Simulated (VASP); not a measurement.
C:

```
C
1.0
     2.12732   -1.22828    0.00000
     2.12732    1.22828    0.00000
    -1.37907    0.00000    3.50283
C
2
Cartesian
  3.5455 0.0000 0.0003
  -0.6699 0.0000 3.5025
```

Program: VASP 6.6.1. Alike in all runs: task single point; no spin polarisation; cell as given; k mesh 13 × 13 × 8; cutoff (eV) 520; smearing methfessel-paxton 0.05 eV.

Problem. Order these runs on this cell by their pressure, lowest first.
A. level LDA; potentials or basis VASP PAW LDA potentials, release 64 (C)
B. level BLYP; potentials or basis VASP PAW PBE potentials, release 64 (C)
C. level PBEsol; potentials or basis VASP PAW PBE potentials, release 64 (C)

Solution. A (-3.4 GPa), C (1.5 GPa), B (6.7 GPa).

Caveats: the PAW data sets were made with another functional, which shifts forces and pressure a little (some runs); this functional lacks dispersion, which binds the layers, so the pressure and a relaxed spacing across them are unreliable (some runs).
